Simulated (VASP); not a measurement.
CoO:

```
Co O
1.0
     0.00000    2.13150    2.13150
     2.13150    0.00000    2.13150
     2.13150    2.13150    0.00000
Co O
1 1
Direct
  0.00000 0.00000 0.00000
  0.50000 0.50000 0.50000
```

Base run:

```yaml
Program: VASP 6.6.1
Functional: PBE
Potentials_or_basis: VASP PAW PBE potentials, release 64 (Co, O)
Cutoff: 600 eV
k_mesh: 10 × 10 × 10
Occupations: fermi-dirac, width 0.5 eV
Spin: collinear spin, ferromagnetic start
Starting_moments: "[2.5, 0.0] μB"
```

Its results: pressure -2.1 GPa; net moment 2.18 μB per cell; site moments Co +1.98; O +0.16 μB.

The run is repeated on the same cell with these changes: occupations from fermi-dirac, width 0.5 eV to fermi-dirac, width 0.1 eV. What comes out?

Pressure -2.5 GPa; net moment 2.85 μB per cell; site moments Co +2.52; O +0.28 μB.

Caveats: a cell with one magnetic atom can't hold antiferromagnetic order, which such compounds often take.
